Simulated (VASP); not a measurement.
# Zr2Si2C (P-4m2) in VASP: further runs

Runs on Zr2Si2C. Level: PBE. Tasks: relaxation of cell and atoms, single point.

Program: VASP 6.6.1. These are calculated values, not measurements. Logs are shortened: lines on timing, memory, paths and dates and some standing lists are left out, and cuts for length are marked.

### 1 The cell of the first run

Symmetry: P-4m2, No. 115, tetragonal system. Conventional cell: a = 3.638 Å, b = 3.638 Å, c = 5.756 Å, α = 90.00°, β = 90.00°, γ = 90.00°. Within 3.7 Å of Zr (site symmetry 2mm) lie 2 C at 2.63 Å and 6 Si at 2.71 to 2.95 Å and 8 Zr at 3.23 to 3.64 Å. Si (site symmetry 2mm) has 2 C at 2.10 Å and 6 Zr at 2.71 to 2.95 Å within 3.0 Å. C (site symmetry -4m2) has 4 Si at 2.10 Å and 4 Zr at 2.63 Å within 2.8 Å.

The cell was generated, and may not be a known phase.

### 2 Relaxation of cell and atoms, PBE

Input file INCAR:

```
PREC = Accurate
ENCUT = 600
EDIFF = 1E-6
ISMEAR = 0
SIGMA = 0.1
LREAL = F
LASPH = T
NELM = 80
ALGO = Normal
ISIF = 3
LWAVE = F
LCHARG = F
GGA = PE
IBRION = 2
NSW = 100
EDIFFG = -0.01
```

Input file KPOINTS:

```
Automatic mesh
0
Gamma
  10 10 8
```

Input file POSCAR:

```
Zr2Si2C
1.0
    3.6376534343      0.0000000000      0.0000000000
    0.0000000000      3.6376534343      0.0000000000
    0.0000000000      0.0000000000      5.7555061022
Zr Si C
2 2 1
Direct
    0.0000000000      0.5000000000      0.8302823609
    0.5000000000      0.0000000000      0.1697176391
    0.0000000000      0.5000000000      0.3172329795
    0.5000000000      0.0000000000      0.6827670205
    0.0000000000      0.0000000000      0.5000000000
```

Potentials or basis: VASP PAW PBE potentials, release 64 (Zr_sv, Si, C).

The run is started by

```console
$ cat potpaw_PBE.64/Zr_sv/POTCAR potpaw_PBE.64/Si/POTCAR potpaw_PBE.64/C/POTCAR > POTCAR
$ mpirun -np 1 vasp_std > vasp.out
```

OUTCAR:

```text
PREC = Accurate
   ENCUT = 600
   EDIFF = 1E-6
   ISMEAR = 0
   LREAL = F
   LASPH = T
   NELM = 80
   ISIF = 3
   GGA = PE
   IBRION = 2
   NSW = 100
   EDIFFG = -0.01

 ion  position               nearest neighbor table
   1  0.000  0.500  0.830-   5 2.63   5 2.63   4 2.71   4 2.71   4 2.71   4 2.71   3 2.80   3 2.95
                             2 3.23   2 3.23   2 3.23   2 3.23
   2  0.500  0.000  0.170-   5 2.63   5 2.63   3 2.71   3 2.71   3 2.71   3 2.71   4 2.80   4 2.95
                             1 3.23   1 3.23   1 3.23   1 3.23
   3  0.000  0.500  0.317-   5 2.10   5 2.10   2 2.71   2 2.71   2 2.71   2 2.71   1 2.80   1 2.95

   4  0.500  0.000  0.683-   5 2.10   5 2.10   1 2.71   1 2.71   1 2.71   1 2.71   2 2.80   2 2.95

   5  0.000  0.000  0.500-   3 2.10   4 2.10   3 2.10   4 2.10   1 2.63   1 2.63   2 2.63   2 2.63

  LATTYP: Found a simple tetragonal cell.
 ALAT       =     3.6376534343
 C/A-ratio  =     1.5822029795

  Lattice vectors:

 A1 = (   3.6376534343,   0.0000000000,   0.0000000000)
 A2 = (   0.0000000000,   3.6376534343,   0.0000000000)
 A3 = (   0.0000000000,   0.0000000000,   5.7555061022)

Analysis of symmetry for initial positions (statically):
=====================================================================
 Subroutine PRICEL returns:
 Original cell was already a primitive cell.

 Routine SETGRP: Setting up the symmetry group for a
 simple tetragonal supercell.

 Subroutine GETGRP returns: Found  8 space group operations
 (whereof  8 operations were pure point group operations)
 out of a pool of 16 trial point group operations.

The static configuration has the point symmetry D_2d.

Analysis of symmetry for dynamics (positions and initial velocities):
=====================================================================
 Subroutine PRICEL returns:
 Original cell was already a primitive cell.

 Routine SETGRP: Setting up the symmetry group for a
 simple tetragonal supercell.

 Subroutine GETGRP returns: Found  8 space group operations
 (whereof  8 operations were pure point group operations)
 out of a pool of 16 trial point group operations.

The dynamic configuration has the point symmetry D_2d.

 Subroutine INISYM returns: Found  8 space group operations
 (whereof  8 operations are pure point group operations),
 and found     1 'primitive' translations

----------------------------------------------------------------------------------------

                                     Primitive cell

  volume of cell :      76.1599

  direct lattice vectors                    reciprocal lattice vectors
     3.637653434  0.000000000  0.000000000     0.274902494  0.000000000  0.000000000
     0.000000000  3.637653434  0.000000000     0.000000000  0.274902494  0.000000000
     0.000000000  0.000000000  5.755506102     0.000000000  0.000000000  0.173746667

  length of vectors
     3.637653434  3.637653434  5.755506102     0.274902494  0.274902494  0.173746667

  position of ions in fractional coordinates (direct lattice)
     0.000000000  0.500000000  0.830282361
     0.500000000  0.000000000  0.169717639
     0.000000000  0.500000000  0.317232979
     0.500000000  0.000000000  0.682767021
     0.000000000  0.000000000  0.500000000

  ion indices of the primitive-cell ions
   primitive index   ion index
                 1           1
                 2           2
                 3           3
                 4           4
                 5           5

----------------------------------------------------------------------------------------

 KPOINTS: Automatic mesh

Automatic generation of k-mesh.
 Grid dimensions read from file:
 generate k-points for:   10   10    8

 Generating k-lattice:

  Cartesian coordinates                     Fractional coordinates (reciprocal lattice)
     0.027490249  0.000000000  0.000000000     0.100000000  0.000000000  0.000000000
     0.000000000  0.027490249  0.000000000     0.000000000  0.100000000  0.000000000
     0.000000000  0.000000000  0.021718333     0.000000000  0.000000000  0.125000000

  Length of vectors
     0.027490249  0.027490249  0.021718333

  Shift w.r.t. Gamma in fractional coordinates (k-lattice)
     0.000000000  0.000000000  0.000000000

 Subroutine IBZKPT returns following result:
 ===========================================

 Found    105 irreducible k-points:

 Following reciprocal coordinates:
            Coordinates               Weight
  0.000000  0.000000  0.000000      1.000000
  0.100000  0.000000  0.000000      4.000000
  0.200000  0.000000  0.000000      4.000000
  0.300000  0.000000  0.000000      4.000000
  0.400000  0.000000  0.000000      4.000000
  0.500000  0.000000  0.000000      2.000000
[... 16 lines left out ...]
  0.100000  0.000000  0.125000      8.000000
  0.200000  0.000000  0.125000      8.000000
 [... further k-points ...]
   k-points           NKPTS =    105   k-points in BZ     NKDIM =    105   number of bands    NBANDS=     22
   number of dos      NEDOS =    301   number of ions     NIONS =      5
   total plane-waves  NPLWV =  43200
   dimension x,y,z NGX =    30 NGY =   30 NGZ =   48
   dimension x,y,z NGXF=    60 NGYF=   60 NGZF=   96
   ions per type =               2   2   1
   NGX,Y,Z   is equivalent  to a cutoff of  13.71, 13.71, 13.86 a.u.
   NGXF,Y,Z  is equivalent  to a cutoff of  27.42, 27.42, 27.73 a.u.
 SYSTEM =  unknown system
   PREC   = accura    normal or accurate (medium, high low for compatibility)
   ISTART =      0    job   : 0-new  1-cont  2-samecut
   ICHARG =      2    charge: 1-file 2-atom 10-const
   ISPIN  =      1    spin polarized calculation?
   LNONCOLLINEAR =      F non collinear calculations
   LSORBIT =      F    spin-orbit coupling
   LASPH  =      T    aspherical Exc in radial PAW
   ENCUT  =  600.0 eV  44.10 Ry    6.64 a.u.   7.27  7.27 11.50*2*pi/ulx,y,z
   NELM   =     80;   NELMIN=  2; NELMDL= -5     # of ELM steps
   EDIFF  = 0.1E-05   stopping-criterion for ELM
   LREAL  =      F    real-space projection
   EDIFFG = -.1E-01   stopping-criterion for IOM
   NSW    =    100    number of steps for IOM
   IBRION =      2    ionic relax: 0-MD 1-quasi-New 2-CG
   NFREE  =      1    steps in history (QN), initial steepest desc. (CG)
   ISIF   =      3    stress and relaxation
   ISYM   =      2    0-nonsym 1-usesym 2-fastsym
   POTIM  = 0.5000    time-step for ionic-motion
   TEBEG  =    0.0;   TEEND  =   0.0 temperature during run
   PSTRESS=    0.0 pullay stress
   NELECT =      36.0000    total number of electrons
   NUPDOWN=      -1.0000    fix difference up-down
   EMIN   =  10.00;   EMAX   =-10.00  energy-range for DOS
   EFERMI =   0.00;   METHOD = LEGACY
   ISMEAR =     0;   SIGMA  =   0.10  broadening in eV -4-tet -1-fermi 0-gaus
   EFERMI_NEDOS =   21; number of points for ismear=-14 and -15
   IALGO  =     38    algorithm
   IMIX   =      4    mixing-type and parameters
     AMIX     =   0.40;   BMIX     =  1.00
     AMIX_MAG =   1.60;   BMIX_MAG =  1.00
  volume/ion in A,a.u.               =      15.23       102.79
  Fermi-wavevector in a.u.,A,eV,Ry     =   1.275265  2.409901 22.127149  1.626300
  Thomas-Fermi vector in A             =   2.407986
   LORBIT       =      0    0 simple, 1 ext, 2 COOP (PROOUT), +10 PAW based schemes
   GGA     = PE    functional components
   LHFCALC =     F    Hartree Fock is set to
   AEXX    =    0.0000 exact exchange contribution
   IVDW    =     0    specifies the selected vdW correction
   LEPSILON=     F    determine dielectric tensor
   LRPA    =     F    only Hartree local field effects (RPA)
 conjugate gradient relaxation of ions
 non-spin polarized calculation
 Gauss-broadening in eV      SIGMA  =   0.10
  energy-cutoff  :      600.00
  volume of cell :       76.16
 maximum number of plane-waves:      2580
 NGX is ok and might be reduce to    30

--------------------------------------- Ionic step        1  -------------------------------------------

 number of electron      35.9999999 magnetization

 Free energy of the ion-electron system (eV)
  ---------------------------------------------------
  ext. energy  EPLUGINS =         0.00000000
  ---------------------------------------------------
  free energy    TOTEN  =       -37.62925578 eV

  energy without entropy =      -37.61469509  energy(sigma->0) =      -37.62197544

------------------------ aborting loop because EDIFF is reached ----------------------------------------

  FORCE on cell =-STRESS in cart. coord.  units (eV):
  Direction    XX          YY          ZZ          XY          YZ          ZX
  --------------------------------------------------------------------------------------
  -------------------------------------------------------------------------------------
  Total        0.3729824      0.3729824     -0.9396478      0.0000000     -0.0000000      0.0000000
  in kB        7.8464415      7.8464415    -19.7673994      0.0000000     -0.0000000      0.0000000
  external PRESSURE =      -1.3581722 kB  Pullay stress =       0.0000000 kB
[... 98 lines left out ...]
  FREE ENERGIE OF THE ION-ELECTRON SYSTEM (eV)
  ---------------------------------------------------
  free  energy   TOTEN  =       -37.6416441448 eV

  energy  without entropy=      -37.6301381075  energy(sigma->0) =      -37.63589113

[... ionic steps 4 to 10 ...]

--------------------------------------- Ionic step       11  -------------------------------------------

 number of electron      36.0000000 magnetization

------------------------ aborting loop because EDIFF is reached ----------------------------------------

  FORCE on cell =-STRESS in cart. coord.  units (eV):
  Direction    XX          YY          ZZ          XY          YZ          ZX
  --------------------------------------------------------------------------------------
  -------------------------------------------------------------------------------------
  Total       -0.0151138     -0.0151138     -0.0803303      0.0000000      0.0000000      0.0000000
  in kB       -0.3170796     -0.3170796     -1.6852929      0.0000000      0.0000000      0.0000000
  external PRESSURE =      -0.7731507 kB  Pullay stress =       0.0000000 kB
[... 63 lines left out ...]
  energy  without entropy=      -37.6347693850  energy(sigma->0) =      -37.64018167

--------------------------------------- Ionic step       13  -------------------------------------------

 number of electron      36.0000000 magnetization

 Free energy of the ion-electron system (eV)
  ---------------------------------------------------
  ext. energy  EPLUGINS =         0.00000000
  ---------------------------------------------------
  free energy    TOTEN  =       -37.64562051 eV

  energy without entropy =      -37.63474495  energy(sigma->0) =      -37.64018273

 E-fermi :  10.2103     XC(G=0): -11.5565

 val. band max:       10.2093391965   @ k =   0.4000   0.1000   0.2500
 cond. band min:      10.2234727623   @ k =   0.2000   0.2000   0.2500
 fundamental gap:      0.0141335658
 Fermi energy:        10.2103373420

 k-point     1 :       0.0000    0.0000    0.0000
  band No.  band energies     occupation
      1     -38.5518      2.00000
      2     -38.4726      2.00000
      3     -16.8576      2.00000
      4     -16.6571      2.00000
      5     -16.6571      2.00000
      6     -16.5655      2.00000
[... 574 lines left out ...]
      6     -16.5361      2.00000
[... 14 lines left out ...]
     21      11.6393      0.00000
     22      12.1198      0.00000

 [... further k-points ...]

------------------------ aborting loop because EDIFF is reached ----------------------------------------

  FORCE on cell =-STRESS in cart. coord.  units (eV):
  Direction    XX          YY          ZZ          XY          YZ          ZX
  --------------------------------------------------------------------------------------
  -------------------------------------------------------------------------------------
  Total        0.0258071      0.0258071      0.0084399      0.0000000      0.0000000      0.0000000
  in kB        0.5418104      0.5418104      0.1771917      0.0000000      0.0000000      0.0000000
  external PRESSURE =       0.4202708 kB  Pullay stress =       0.0000000 kB
[... 20 lines left out ...]
  FREE ENERGIE OF THE ION-ELECTRON SYSTEM (eV)
  ---------------------------------------------------
  free  energy   TOTEN  =       -37.6456205091 eV

  energy  without entropy=      -37.6347449466  energy(sigma->0) =      -37.64018273

 reached required accuracy - stopping structural energy minimisation
```

It took 39 min on 1 thread of Intel Xeon 8259CL, shared host; peak memory 0.37 GiB.

What came out:

* Free energy: -37.6456 eV
* Relaxed volume: 15.26 Å³/atom
* Relaxed cell: a = 3.679 Å, b = 3.679 Å, c = 5.639 Å, α = 90.00°, β = 90.00°, γ = 90.00°
* Space group after relaxing (to 0.1 Å): P-4m2 (No. 115)
* Energy gained by relaxing: 3.3 meV/atom
* Ionic steps: 13
* Pressure after relaxing: 0.0 GPa
* Largest force after relaxing: 0.005 eV/Å
* Band gap on the k mesh: zero (bands 18 and 19 overlap by 1.18 eV)

Forces in eV/Å, atoms in the order of the input:
```
Zr   0.000  0.000 -0.002
Zr   0.000  0.000  0.002
Si   0.000  0.000  0.005
Si   0.000  0.000 -0.005
C    0.000  0.000  0.000
```

The path:
```
step  energy change (eV)  largest force (eV/Å)  pressure (GPa)  volume (Å³)
   1              0.0000                0.1049           -0.14        76.16
   2             -0.0095                0.0982            0.23        76.01
   3             -0.0124                0.1447            0.59        75.88
   4             -0.0141                0.0735           -0.56        76.54
   5             -0.0143                0.0909           -0.28        76.38
   6             -0.0153                0.0675            0.01        76.26
   7             -0.0154                0.0743            0.09        76.22
   8             -0.0161                0.0421            0.03        76.28
   9             -0.0163                0.0202           -0.01        76.33
  10             -0.0163                0.0242           -0.12        76.41
  11             -0.0163                0.0018           -0.08        76.37
  12             -0.0163                0.0070            0.15        76.26
  13             -0.0164                0.0046            0.04        76.31
```

Final structure:
```xyz
5
Lattice="3.6787 0.0000 0.0000 0.0000 3.6787 0.0000 0.0000 0.0000 5.6392" Properties=species:S:1:pos:R:3 pbc="T T T"
Zr    0.0000    1.8393    4.6559
Zr    1.8393    0.0000    0.9833
Si    0.0000    1.8393    1.7862
Si    1.8393    0.0000    3.8530
C     0.0000    0.0000    2.8196
```

### 3 Single point, PBE

This run uses another cell than the first one: it holds 10 atoms, not 5.

Input file INCAR:

```
SYSTEM = Zr2Si2C
  ALGO = Fast
  EDIFF = 1E-7
  ENCUT = 520
  GGA = PE
  ISIF = 2
  ISMEAR = 0
  LASPH = .TRUE.
  LCHARG = .TRUE.
  LELF = .TRUE.
  LREAL = .FALSE.
  LVHAR = .TRUE.
  LWAVE = .FALSE.
  NBANDS = 47
  NELM = 60
  PREC = Accurate
  SIGMA = 0.2
```

Input file KPOINTS:

```
k-points
0
G
  6 6 2
  0 0 0
```

Input file POSCAR:

```
Zr2Si2C
1.0
    3.6786645326      0.0000000000      0.0000000000
    0.0000000000      3.6786645326      0.0000000000
    0.0000000000      0.0000000000     11.2768157457
Zr Si C
4 4 2
Direct
    0.0000000000      0.5000000000      0.4128005814
    1.0000000000      0.5000000000      0.9128005814
    0.5000000000      1.0000000000      0.0871994186
    0.5000000000      1.0000000000      0.5871994186
    0.0000000000      0.5000000000      0.1583660876
    0.0000000000      0.5000000000      0.6583660876
    0.5000000000      1.0000000000      0.3416339124
    0.5000000000      1.0000000000      0.8416339124
    0.0000000000      0.0000000000      0.2500000000
    0.0000000000      1.0000000000      0.7500000000
```

Potentials or basis: VASP PAW PBE potentials, release 64 (Zr_sv, Si, C).

The run is started by

```console
$ cat potpaw_PBE.64/Zr_sv/POTCAR potpaw_PBE.64/Si/POTCAR potpaw_PBE.64/C/POTCAR > POTCAR
$ mpirun -np 1 vasp_std > vasp.out
```

It took 9.4 min on 1 thread of Oxide Virtual Turin-like, shared host; peak memory 0.27 GiB.

The run converged. Its results:

```
Free energy            : -75.2647 eV
Pressure               : 0.0 GPa
Largest force          : 0.121 eV/Å
Band gap on the k mesh : zero (bands 36 and 37 overlap by 0.80 eV)
```

Forces in eV/Å, atoms in the order of the input:
```
Zr   0.000  0.000 -0.017
Zr   0.000  0.000 -0.017
Zr   0.000  0.000  0.017
Zr   0.000  0.000  0.017
Si   0.000  0.000 -0.121
Si   0.000  0.000 -0.121
Si   0.000  0.000  0.121
Si   0.000  0.000  0.121
C    0.000  0.000  0.000
C    0.000  0.000  0.000
```

Stress tensor (GPa, compression positive):
```
-0.66  0.00  0.00
 0.00 -0.66  0.00
 0.00  0.00  1.23
```

Levels at points of the mesh, in eV from the Fermi level:
| k point | band 32 | band 33 | band 34 | band 35 | band 36 | band 37 | band 38 | band 39 | band 40 | band 41 |
| --- | --- | --- | --- | --- | --- | --- | --- | --- | --- | --- |
| (0.00, 0.00, 0.00) | 0.32 | 0.32 | 0.34 | 0.40 | 0.47 | 0.64 | 0.67 | 0.67 | 0.68 | 0.90 |
| (0.50, 0.00, 0.00) | -1.88 | -1.52 | -1.27 | -0.93 | -0.74 | -0.12 | -0.04 | 0.62 | 0.97 | 1.55 |
| (0.50, 0.50, 0.00) | -1.30 | -1.29 | -1.23 | -1.10 | -0.66 | 2.20 | 2.20 | 2.21 | 2.56 | 2.56 |
| (0.00, 0.00, 0.50) | -0.94 | -0.10 | -0.10 | 0.61 | 0.61 | 0.61 | 0.61 | 0.78 | 0.78 | 1.01 |
| (0.50, 0.00, 0.50) | -2.06 | -1.23 | -1.23 | -0.75 | -0.75 | 0.13 | 0.13 | 0.18 | 0.18 | 1.56 |
| (0.50, 0.50, 0.50) | -1.30 | -1.25 | -1.25 | -0.96 | -0.96 | 2.44 | 2.44 | 2.44 | 2.44 | 2.76 |

(Continued in part 2 of 2.)

The gap in the log of VASP goes by the Fermi energy; the results here count the filled bands.